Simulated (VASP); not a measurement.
A run of VASP 6.6.1 is set up as follows.

The input INCAR:

```
SYSTEM = Ga
  PREC = Accurate
  ENCUT = 520
  EDIFF = 1E-8
  ISMEAR = -1
  SIGMA = 0.05
  LREAL = .False.
  LASPH = .True.
  NELM = 100
  ALGO = Normal
  ISIF = 2
  LWAVE = .False.
  LCHARG = .False.
  LEFG = .True.
  ISYM = 0
  NBANDS = 12
```

Contents of KPOINTS:

```
Automatic mesh
0
Gamma
  14 14 16
  0 0 0
```

The input POSCAR:

```
Ga
1.0
   -1.3922011228      1.3922011228      2.2102680220
    1.3922011228     -1.3922011228      2.2102680220
    1.3922011228      1.3922011228     -2.2102680220
Ga
1
Direct
    0.0000000000      0.0000000000      0.0000000000
```

Potentials or basis: VASP PAW LDA potentials, release 64 (Ga_d).

Run with:

```console
$ cat potpaw_LDA.64/Ga_d/POTCAR > POTCAR
$ mpirun -np 1 vasp_std > vasp.out
```

(1) What does it give for the pressure?

(2) Estimate the band gap on the k mesh.

Answers

(1) 0.0 GPa.

(2) zero (an odd number of electrons rules out a gap without spin polarisation).

Caveat: without QUAD_EFG the Cq values of the log hold for a quadrupole moment of 1 mb, not for the nuclei.
